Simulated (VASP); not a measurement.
# Al: electric field gradients with PBEsol

The system is Al.

```
Al
1.0
    -0.02024    2.01386    2.01386
     2.01386   -0.02024    2.01386
     2.01386    2.01386   -0.02024
Al
1
Direct
  0.00000 0.00000 0.00000
```

This cell differs from its parent crystal: equal xy, yz and zx shear strains of -1 %.

* Program: VASP 6.6.1
* Task: electric field gradients
* Functional: PBEsol
* Potentials or basis: VASP PAW PBE potentials, release 64 (Al)
* Cutoff: 520 eV
* k mesh: 14 × 14 × 14
* Occupations: fermi-dirac, width 0.05 eV
* Spin: no spin polarisation
* Dipole correction: no
* Further INCAR settings: ALGO = Normal; EDIFF = 1e-08; NBANDS = 8

```
Pressure : -2.0 GPa
```

Levels at points of the mesh, in eV from the Fermi level:
```
           k point  band 1  band 2  band 3  band 4  band 5  band 6
(0.00, 0.00, 0.00)  -11.07   12.44   12.44   12.91   13.88   13.88
(0.50, 0.00, 0.00)   -4.57   -4.40   11.33   11.37   11.53   11.67
(0.50, 0.50, 0.00)   -2.88   -1.58    5.28    5.41    5.78    9.05
(0.50, 0.50, 0.50)   -4.46   -4.16   11.13   11.13   11.28   11.28
```

Electric field gradients, principal values (V/Å²):
| atom | least | middle | greatest (by size) |
| --- | --- | --- | --- |
| 1 Al | 0.647 | 0.647 | -1.293 |

It took 19 s on 1 thread of AMD EPYC 9R45 96-Core Processor (Zen 5), with other jobs on the host, peak memory 0.12 GiB.

Caveat: the cell differs from its parent crystal (equal xy, yz and zx shear strains of -1 %); without QUAD_EFG the Cq values of the log hold for a quadrupole moment of 1 mb, not for the nuclei; the PAW data sets were made with another functional, which shifts forces and pressure a little.
